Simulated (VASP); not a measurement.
# H4RuCl (F-43m) in VASP: notebook

Runs on H4RuCl. Level: PBE. Tasks: relaxation of cell and atoms.

All numbers are computed with VASP 6.6.1; they aren't measurements. Logs are shortened: lines on timing, memory, paths and dates and some standing lists are left out, and cuts for length are marked.

### Step 1. The cell of the first run

It takes space group F-43m (No. 216, cubic). Conventional cell: a = 6.876 Å, b = 6.876 Å, c = 6.876 Å, α = 90.00°, β = 90.00°, γ = 90.00°. H (site symmetry 3m) has 6 H at 2.43 Å and 3 Ru at 2.85 Å and 3 Cl at 2.85 Å within 3.2 Å. Within 3.8 Å of Ru (site symmetry -43m) lie 12 H at 2.85 Å and 4 Cl at 2.98 Å. Cl (site symmetry -43m) has 12 H at 2.85 Å and 4 Ru at 2.98 Å within 3.8 Å.

### Step 2. Relaxation of cell and atoms, PBE, collinear spin, ferromagnetic start

INCAR

```
ALGO     = Normal         # electronic algorithm
EDIFF    = 1E-7           # SCF threshold, eV
EDIFFG   = -0.04          # ionic threshold
ENCUT    = 600            # plane-wave cutoff, eV
GGA      = PE             # functional
IBRION   = 2              # ionic algorithm
ISIF     = 3              # what is computed and relaxed
ISMEAR   = 0              # smearing method
ISPIN    = 2              # spin polarisation
LASPH    = True           # aspherical terms in the spheres
LCHARG   = False          # write CHGCAR
LMAXMIX  = 4              # l up to which the mixer works
LORBIT   = 11             # projections on sites
LREAL    = False          # projectors in reciprocal space
LWAVE    = False          # write WAVECAR
MAGMOM   = 0 0 0 0 1 0    # initial moments
NELM     = 150            # most SCF steps
NSW      = 90             # ionic steps
PREC     = Accurate       # precision mode
SIGMA    = 0.1            # smearing width, eV
```

KPOINTS

```
k-points
0
Gamma
  4 4 4
```

POSCAR

```
H4RuCl
1.0
    0.0000000000      3.4382166200      3.4382166200
    3.4382166200      0.0000000000      3.4382166200
    3.4382166200      3.4382166200      0.0000000000
H Ru Cl
4 1 1
Direct
    0.8754939700      0.3748353400      0.3748353400
    0.3748353400      0.3748353400      0.3748353400
    0.3748353400      0.8754939700      0.3748353400
    0.3748353400      0.3748353400      0.8754939700
    0.0000000000      0.0000000000      0.0000000000
    0.7500000000      0.7500000000      0.7500000000
```

Potentials or basis: VASP PAW PBE potentials, release 64 (H, Ru_pv, Cl).

Launch:

```bash
$ cat potpaw_PBE.64/H/POTCAR potpaw_PBE.64/Ru_pv/POTCAR potpaw_PBE.64/Cl/POTCAR > POTCAR
$ mpirun -np 1 vasp_std > vasp.out
```

OUTCAR:

```text
EDIFF = 1E-7
   EDIFFG = -0.04
   ENCUT = 600
   GGA = PE
   IBRION = 2
   ISIF = 3
   ISMEAR = 0
   ISPIN = 2
   LASPH = True
   LORBIT = 11
   LREAL = False
   NELM = 150
   NSW = 90
   PREC = Accurate

 ion  position               nearest neighbor table
   1  0.875  0.375  0.375-
   2  0.375  0.375  0.375-
   3  0.375  0.875  0.375-
   4  0.375  0.375  0.875-
   5  0.000  0.000  0.000-   6 2.98   6 2.98   6 2.98   6 2.98
   6  0.750  0.750  0.750-   5 2.98   5 2.98   5 2.98   5 2.98

  LATTYP: Found a face centered cubic cell.
 ALAT       =     6.8764332400

  Lattice vectors:

 A1 = (   0.0000000000,   3.4382166200,   3.4382166200)
 A2 = (   3.4382166200,   0.0000000000,   3.4382166200)
 A3 = (   3.4382166200,   3.4382166200,   0.0000000000)

Analysis of symmetry for initial positions (statically):
=====================================================================
 Subroutine PRICEL returns:
 Original cell was already a primitive cell.

 Routine SETGRP: Setting up the symmetry group for a
 face centered cubic supercell.

 Subroutine GETGRP returns: Found 24 space group operations
 (whereof 24 operations were pure point group operations)
 out of a pool of 48 trial point group operations.

The static configuration has the point symmetry T_d .

Analysis of symmetry for dynamics (positions and initial velocities):
=====================================================================
 Subroutine PRICEL returns:
 Original cell was already a primitive cell.

 Routine SETGRP: Setting up the symmetry group for a
 face centered cubic supercell.

 Subroutine GETGRP returns: Found 24 space group operations
 (whereof 24 operations were pure point group operations)
 out of a pool of 48 trial point group operations.

The dynamic configuration has the point symmetry T_d .

Analysis of structural, dynamic, and magnetic symmetry:
=====================================================================
 Subroutine PRICEL returns:
 Original cell was already a primitive cell.

 Routine SETGRP: Setting up the symmetry group for a
 face centered cubic supercell.

 Subroutine GETGRP returns: Found 24 space group operations
 (whereof 24 operations were pure point group operations)
 out of a pool of 48 trial point group operations.

The overall configuration has the point symmetry T_d .

 Subroutine INISYM returns: Found 24 space group operations
 (whereof 24 operations are pure point group operations),
 and found     1 'primitive' translations

----------------------------------------------------------------------------------------

                                     Primitive cell

  volume of cell :      81.2886

  direct lattice vectors                    reciprocal lattice vectors
     0.000000000  3.438216620  3.438216620    -0.145424229  0.145424229  0.145424229
     3.438216620  0.000000000  3.438216620     0.145424229 -0.145424229  0.145424229
     3.438216620  3.438216620  0.000000000     0.145424229  0.145424229 -0.145424229

  length of vectors
     4.862372574  4.862372574  4.862372574     0.251882153  0.251882153  0.251882153

  position of ions in fractional coordinates (direct lattice)
     0.875493970  0.374835340  0.374835340
     0.374835340  0.374835340  0.374835340
     0.374835340  0.875493970  0.374835340
     0.374835340  0.374835340  0.875493970
     0.000000000  0.000000000  0.000000000
     0.750000000  0.750000000  0.750000000

  ion indices of the primitive-cell ions
   primitive index   ion index
                 1           1
                 2           2
                 3           3
                 4           4
                 5           5
                 6           6

----------------------------------------------------------------------------------------

 KPOINTS: k-points

Automatic generation of k-mesh.
 Grid dimensions read from file:
 generate k-points for:    4    4    4

 Generating k-lattice:

  Cartesian coordinates                     Fractional coordinates (reciprocal lattice)
    -0.036356057  0.036356057  0.036356057     0.250000000  0.000000000  0.000000000
     0.036356057 -0.036356057  0.036356057     0.000000000  0.250000000  0.000000000
     0.036356057  0.036356057 -0.036356057     0.000000000  0.000000000  0.250000000

  Length of vectors
     0.062970538  0.062970538  0.062970538

  Shift w.r.t. Gamma in fractional coordinates (k-lattice)
     0.000000000  0.000000000  0.000000000

 Subroutine IBZKPT returns following result:
 ===========================================

 Found      8 irreducible k-points:

 Following reciprocal coordinates:
            Coordinates               Weight
  0.000000  0.000000  0.000000      1.000000
  0.250000  0.000000  0.000000      8.000000
  0.500000  0.000000  0.000000      4.000000
  0.250000  0.250000  0.000000      6.000000
  0.500000  0.250000  0.000000     24.000000
 -0.250000  0.250000  0.000000     12.000000
  0.500000  0.500000  0.000000      3.000000
 -0.250000  0.500000  0.250000      6.000000
   k-points           NKPTS =      8   k-points in BZ     NKDIM =      8   number of bands    NBANDS=     17
   number of dos      NEDOS =    301   number of ions     NIONS =      6
   total plane-waves  NPLWV =  64000
   dimension x,y,z NGX =    40 NGY =   40 NGZ =   40
   dimension x,y,z NGXF=    80 NGYF=   80 NGZF=   80
   ions per type =               4   1   1
   NGX,Y,Z   is equivalent  to a cutoff of  13.68, 13.68, 13.68 a.u.
   NGXF,Y,Z  is equivalent  to a cutoff of  27.35, 27.35, 27.35 a.u.
 SYSTEM =  unknown system
   PREC   = accura    normal or accurate (medium, high low for compatibility)
   ISTART =      0    job   : 0-new  1-cont  2-samecut
   ICHARG =      2    charge: 1-file 2-atom 10-const
   ISPIN  =      2    spin polarized calculation?
   LNONCOLLINEAR =      F non collinear calculations
   LSORBIT =      F    spin-orbit coupling
   LASPH  =      T    aspherical Exc in radial PAW
   ENCUT  =  600.0 eV  44.10 Ry    6.64 a.u.   9.71  9.71  9.71*2*pi/ulx,y,z
   NELM   =    150;   NELMIN=  2; NELMDL= -5     # of ELM steps
   EDIFF  = 0.1E-06   stopping-criterion for ELM
   LREAL  =      F    real-space projection
   EDIFFG = -.4E-01   stopping-criterion for IOM
   NSW    =     90    number of steps for IOM
   IBRION =      2    ionic relax: 0-MD 1-quasi-New 2-CG
   NFREE  =      1    steps in history (QN), initial steepest desc. (CG)
   ISIF   =      3    stress and relaxation
   ISYM   =      2    0-nonsym 1-usesym 2-fastsym
   POTIM  = 0.5000    time-step for ionic-motion
   TEBEG  =    0.0;   TEEND  =   0.0 temperature during run
   PSTRESS=    0.0 pullay stress
   NELECT =      25.0000    total number of electrons
   NUPDOWN=      -1.0000    fix difference up-down
   EMIN   =  10.00;   EMAX   =-10.00  energy-range for DOS
   EFERMI =   0.00;   METHOD = LEGACY
   ISMEAR =     0;   SIGMA  =   0.10  broadening in eV -4-tet -1-fermi 0-gaus
   EFERMI_NEDOS =   21; number of points for ismear=-14 and -15
   IALGO  =     38    algorithm
   IMIX   =      4    mixing-type and parameters
     AMIX     =   0.40;   BMIX     =  1.00
     AMIX_MAG =   1.60;   BMIX_MAG =  1.00
  volume/ion in A,a.u.               =      13.55        91.43
  Fermi-wavevector in a.u.,A,eV,Ry     =   1.105041  2.088224 16.614277  1.221115
  Thomas-Fermi vector in A             =   2.241522
   LORBIT       =     11    0 simple, 1 ext, 2 COOP (PROOUT), +10 PAW based schemes
   GGA     = PE    functional components
   LHFCALC =     F    Hartree Fock is set to
   AEXX    =    0.0000 exact exchange contribution
   IVDW    =     0    specifies the selected vdW correction
   LEPSILON=     F    determine dielectric tensor
   LRPA    =     F    only Hartree local field effects (RPA)
 conjugate gradient relaxation of ions
 spin polarized calculation
 Gauss-broadening in eV      SIGMA  =   0.10
  energy-cutoff  :      600.00
  volume of cell :       81.29
 maximum number of plane-waves:      2733
 NGX is ok and might be reduce to    40
   NGX = 19   NGY = 19   NGZ = 19

--------------------------------------- Ionic step        1  -------------------------------------------

 number of electron      25.0000004 magnetization       2.6464763

 Free energy of the ion-electron system (eV)
  ---------------------------------------------------
  ext. energy  EPLUGINS =         0.00000000
  ---------------------------------------------------
  free energy    TOTEN  =       -14.20930959 eV

  energy without entropy =      -14.18467108  energy(sigma->0) =      -14.19699034

------------------------ aborting loop because EDIFF is reached ----------------------------------------

  FORCE on cell =-STRESS in cart. coord.  units (eV):
  Direction    XX          YY          ZZ          XY          YZ          ZX
  --------------------------------------------------------------------------------------
  -------------------------------------------------------------------------------------
  Total       -7.4476730     -7.4476730     -7.4476730      0.0000000      0.0000000      0.0000000
  in kB     -146.7916940   -146.7916940   -146.7916940      0.0000000      0.0000000      0.0000000
  external PRESSURE =    -146.7916940 kB  Pullay stress =       0.0000000 kB
[... 27 lines left out ...]
--------------------------------------- Ionic step        2  -------------------------------------------

 number of electron      25.0000000 magnetization       0.9270398

 E-fermi :   2.7446     XC(G=0):  -9.7660

 val. band max:        2.7426361958   @ k =   0.5000   0.2500   0.0000
 cond. band min:       2.7663721416   @ k =   0.2500   0.2500   0.0000
 fundamental gap:      0.0237359458
 Fermi energy:         2.7446216498

 spin component 1

 k-point     1 :       0.0000    0.0000    0.0000
  band No.  band energies     occupation
      1     -40.4116      1.00000
      2     -40.4116      1.00000
      3     -40.4116      1.00000
      4     -13.2274      1.00000
      5      -2.4472      1.00000
      6      -2.0040      1.00000
[... 353 lines left out ...]
 number of electron      25.0000001 magnetization       0.0000428

 number of electron      25.0000001 magnetization      -0.0000037

 E-fermi :  10.2249     XC(G=0): -12.8309

 val. band max:       10.2187492236   @ k =   0.2500   0.2500   0.0000
 cond. band min:      10.5423871932   @ k =  -0.2500   0.2500   0.0000
 fundamental gap:      0.3236379696
 Fermi energy:        10.2249489337

 spin component 1

 k-point     1 :       0.0000    0.0000    0.0000
  band No.  band energies     occupation
      1     -32.9037      1.00000
      2     -32.9037      1.00000
      3     -32.9037      1.00000
      4      -9.8802      1.00000
      5       1.6484      1.00000
      6       1.6484      1.00000
[... 345 lines left out ...]
  FREE ENERGIE OF THE ION-ELECTRON SYSTEM (eV)
  ---------------------------------------------------
  free  energy   TOTEN  =       -16.4602922182 eV

  energy  without entropy=      -16.4539468769  energy(sigma->0) =      -16.45711955

[... ionic steps 4 to 15 ...]

--------------------------------------- Ionic step       16  -------------------------------------------

 number of electron      25.0000000 magnetization      -0.0000000

 number of electron      25.0000000 magnetization       0.0000000
[... 77 lines left out ...]
--------------------------------------- Ionic step       18  -------------------------------------------

 number of electron      24.9999999 magnetization       0.0000000

 Free energy of the ion-electron system (eV)
  ---------------------------------------------------
  ext. energy  EPLUGINS =         0.00000000
  ---------------------------------------------------
  free energy    TOTEN  =       -17.84164063 eV

  energy without entropy =      -17.82617338  energy(sigma->0) =      -17.83390701

 E-fermi :   6.6927     XC(G=0): -11.4120

 val. band max:        6.5177111817   @ k =   0.0000   0.0000   0.0000
 cond. band min:       6.7342058910   @ k =  -0.2500   0.2500   0.0000
 fundamental gap:      0.2164947093
 Fermi energy:         6.6926877765

 spin component 1

 k-point     1 :       0.0000    0.0000    0.0000
  band No.  band energies     occupation
      1     -35.8332      1.00000
      2     -35.8332      1.00000
      3     -35.8332      1.00000
      4     -11.2836      1.00000
      5      -2.2053      1.00000
      6       0.0025      1.00000
[... 345 lines left out ...]
  FREE ENERGIE OF THE ION-ELECTRON SYSTEM (eV)
  ---------------------------------------------------
  free  energy   TOTEN  =       -17.8416406309 eV

  energy  without entropy=      -17.8261733816  energy(sigma->0) =      -17.83390701

 reached required accuracy - stopping structural energy minimisation

 total charge

# of ion       s       p       d       tot
------------------------------------------
    1        0.402   0.023   0.000   0.425
    2        0.402   0.023   0.000   0.425
    3        0.402   0.023   0.000   0.425
    4        0.402   0.023   0.000   0.425
    5        0.249   6.161   6.033  12.444
    6        1.649   3.359   0.000   5.008
--------------------------------------------------
tot          3.505   9.612   6.033  19.150

 magnetization (x)

# of ion       s       p       d       tot
------------------------------------------
    1       -0.000   0.000   0.000  -0.000
    2       -0.000   0.000   0.000  -0.000
    3       -0.000   0.000   0.000  -0.000
    4       -0.000   0.000   0.000  -0.000
    5       -0.000   0.000   0.000   0.000
    6       -0.000   0.000   0.000   0.000
--------------------------------------------------
tot         -0.000   0.000   0.000   0.000
```

Wall time 17 min (1 thread of AMD EPYC 7R13, shared host); peak memory 0.27 GiB.

Results:

- Free energy: -17.8416 eV
- Relaxed volume: 7.71 Å³/atom
- Relaxed cell: a = 4.030 Å, b = 4.030 Å, c = 4.030 Å, α = 60.00°, β = 60.00°, γ = 60.00°
- Space group after relaxing (to 0.05 Å): F-43m (No. 216)
- Energy gained by relaxing: 605.4 meV/atom
- Ionic steps: 18
- Pressure after relaxing: 0.3 GPa
- Largest force after relaxing: 0.015 eV/Å
- Net moment: 0.00 μB per cell
- Valence electrons inside the program's atomic spheres: H 0.42; Ru 12.44; Cl 5.01

Forces in eV/Å, atoms in the order of the input:
```
H   -0.009  0.009  0.009
H   -0.009 -0.009 -0.009
H    0.009 -0.009  0.009
H    0.009  0.009 -0.009
Ru   0.000  0.000  0.000
Cl   0.000  0.000  0.000
```

Step by step:
```
step  energy change (eV)  largest force (eV/Å)  pressure (GPa)  volume (Å³)
   1              0.0000                0.1953          -14.68        81.29
   2             -1.3550                0.3153          -17.04        67.54
   3             -2.2510                0.2557           44.66        35.75
   4             -2.8763                0.3708          -13.34        52.47
   5             -3.2490                0.3403            3.36        43.58
   6             -3.2588                0.3464           -0.51        44.92
   7             -3.2585                0.3439            1.10        44.33
   8             -3.2908                0.3448            1.51        44.23
   9             -3.3850                0.3332            3.04        43.94
  10             -3.5304                0.1886            7.23        43.35
  11             -2.5692                2.7801           22.06        42.20
  12             -3.5357                0.1616            7.61        43.30
  13             -3.5422                0.0041            9.33        43.09
  14             -3.5588                0.0466            8.48        43.42
  15             -3.5843                0.2059            6.23        44.39
  16             -3.6004                0.1600            5.05        44.73
  17             -3.6287                0.0371            1.77        45.76
  18             -3.6323                0.0150            0.31        46.27
```

Final structure:
```cif
data_structure
_symmetry_space_group_name_H-M 'P 1'
_symmetry_Int_Tables_number 1
_cell_length_a 4.0295
_cell_length_b 4.0295
_cell_length_c 4.0295
_cell_angle_alpha 60.000
_cell_angle_beta 60.000
_cell_angle_gamma 60.000
_cell_volume 46.27
loop_
_atom_site_label
_atom_site_type_symbol
_atom_site_fract_x
_atom_site_fract_y
_atom_site_fract_z
_atom_site_occupancy
H1 H 0.98246 0.33918 0.33918 1
H2 H 0.33918 0.33918 0.33918 1
H3 H 0.33918 0.98246 0.33918 1
H4 H 0.33918 0.33918 0.98246 1
Ru1 Ru 0.00000 0.00000 0.00000 1
Cl1 Cl 0.75000 0.75000 0.75000 1
```

Caveat: the k points lie up to 0.48 Å⁻¹ apart in the final cell; the volume moved by over 15 % at a fixed basis, so the end points are rough.

### Step 3. Relaxation of cell and atoms, PBE

This run uses another cell than the first one, of 7.75 Å³/atom, 0.572 times its volume.

INCAR

```
SYSTEM = H4RuCl
ALGO = Normal
EDIFF = 1E-6
EDIFFG = -0.01
ENCUT = 600
GGA = PE
IBRION = 2
ISIF = 3
ISMEAR = 0
LASPH = .True.
LCHARG = .False.
LREAL = .False.
LWAVE = .False.
NELM = 60
NSW = 100
PREC = Accurate
SIGMA = 0.1
```

KPOINTS

```
k-points
0
Gamma
  12 12 12
  0 0 0
```

POSCAR

```
H4RuCl
1.0
    0.0000000000      2.8535493971      2.8535493971
    2.8535493971      0.0000000000      2.8535493971
    2.8535493971      2.8535493971      0.0000000000
H Ru Cl
4 1 1
Direct
    0.3386572653      0.3386572653      0.3386572653
    0.9840282040      0.3386572653      0.3386572653
    0.3386572653      0.3386572653      0.9840282040
    0.3386572653      0.9840282040      0.3386572653
    0.0000000000      0.0000000000      0.0000000000
    0.7500000000      0.7500000000      0.7500000000
```

Potentials or basis: VASP PAW PBE potentials, release 64 (H, Ru_pv, Cl).

Launch:

```bash
$ cat potpaw_PBE.64/H/POTCAR potpaw_PBE.64/Ru_pv/POTCAR potpaw_PBE.64/Cl/POTCAR > POTCAR
$ mpirun -np 1 vasp_std > vasp.out
```

Run time: 2.5 min. Hardware: 1 thread of AMD EPYC 7R13, shared host; peak memory 0.21 GiB.

The run converged. Its results:

| Item | Value |
| --- | --- |
| Free energy | -17.8149 eV |
| Relaxed volume | 7.73 Å³/atom |
| Relaxed cell | a = 4.033 Å, b = 4.033 Å, c = 4.033 Å, α = 60.00°, β = 60.00°, γ = 60.00° |
| Space group after relaxing (to 0.05 Å) | F-43m (No. 216) |
| Energy gained by relaxing | 0.0 meV/atom |
| Ionic steps | 2 |
| Pressure after relaxing | -0.1 GPa |

Forces in eV/Å, atoms in the order of the input:
```
H   -0.001 -0.001 -0.001
H   -0.001  0.001  0.001
H    0.001  0.001 -0.001
H    0.001 -0.001  0.001
Ru   0.000  0.000  0.000
Cl   0.000  0.000  0.000
```

Step by step:
```
step  energy change (eV)  largest force (eV/Å)  pressure (GPa)  volume (Å³)
   1              0.0000                0.0072           -0.28        46.47
   2             -0.0001                0.0025           -0.08        46.38
```

Final structure:
```xyz
6
Lattice="0.0000 2.8517 2.8517 2.8517 0.0000 2.8517 2.8517 2.8517 0.0000" Properties=species:S:1:pos:R:3 pbc="T T T"
H     1.9313    1.9313    1.9313
H     1.9313    3.7720    3.7720
H     3.7720    3.7720    1.9313
H     3.7720    1.9313    3.7720
Ru    2.8517    5.7033    2.8517
Cl    4.2775    4.2775    4.2775
```

Levels at points of the mesh, in eV from the Fermi level:
```tsv
k point	band 9	band 10	band 11	band 12	band 13	band 14	band 15	band 16
(0.00, 0.00, 0.00)	-1.75	-1.75	-0.17	-0.17	-0.17	2.82	2.82	2.82
(0.50, 0.00, 0.00)	-2.27	-2.19	-2.19	-0.98	-0.98	0.26	2.81	2.81
(0.50, 0.50, 0.00)	-1.89	-1.66	-1.66	-1.11	0.32	2.22	2.76	2.76
```

Caveat: an odd number of electrons without spin polarisation forces a metal; a magnetic or distorted state may lie lower.
